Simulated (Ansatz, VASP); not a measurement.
One calculation of BP, two programs

```
CELL_PARAMETERS angstrom
0.00000 2.26900 2.26900
2.26900 0.00000 2.26900
2.26900 2.26900 0.00000
ATOMIC_POSITIONS crystal
B 0.00000 0.00000 0.00000
P 0.75000 0.75000 0.75000
```

Alike in both runs: task single point; functional PBE; k mesh 15 × 15 × 15; occupations fermi-dirac, width 0.05 eV; no spin polarisation.

```csv
,VASP,Ansatz
version,VASP 6.6.1,Ansatz 0.2.0
potentials or method,"VASP PAW PBE potentials, release 64 (B, P), cutoff 520 eV","all-electron LAPW, non-relativistic"
```

|  | VASP | Ansatz | Ansatz less VASP |
| --- | --- | --- | --- |
| pressure (GPa) | 0.9 | 1.1 | +0.25 |

Ansatz ran all-electron here, and VASP with PAW potentials.
